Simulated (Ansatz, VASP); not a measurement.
**Two plane-wave programs on BaZr2O3**

```
Ba Zr O
1.0
    -1.71767    2.53807    5.04144
     1.71767   -2.53807    5.04144
     1.71767    2.53807   -5.04144
Ba Zr O
1 2 3
Direct
  0.00000 0.00000 0.00000
  0.35024 0.35024 0.00000
  0.64976 0.64976 0.00000
  0.50000 0.00000 0.50000
  0.20422 0.70422 0.50000
  0.79578 0.29578 0.50000
```

Alike in both runs: functional PBE; k mesh 4 × 4 × 4; occupations gaussian, width 0.15 eV; no spin polarisation.

Ansatz relaxed the structure, and its values are those at the end. VASP's run is a single point on that final structure, the one shown.

|  | VASP | Ansatz |
| --- | --- | --- |
| version | VASP 6.6.1 | Ansatz 0.2.0 |
| potentials or method | VASP PAW PBE potentials, release 64 (Ba_sv, Zr_sv, O), cutoff 520 eV | scalar-relativistic, plane waves, PAW |
| valence electrons in the cell | 52 | 52 |

Ansatz gave:

| Property | Result |
| --- | --- |
| gap on the k mesh at the Fermi level (eV) | none |
| pressure (GPa) | -0.2 |
| rms of the force components (eV/Å) | 0.009 |

Task: Estimate VASP's values.

Result: gap on the k mesh at the Fermi level (eV): none; pressure (GPa): 1.5; rms of the force components (eV/Å): 0.049.

A gap of «none» marks a metal or a gap that the smearing closes. With one functional, cell and mesh, what is left measures potentials, basis and numerics.

The k mesh is coarse, so the values compare programs but aren't converged. Spin-orbit coupling is off throughout.
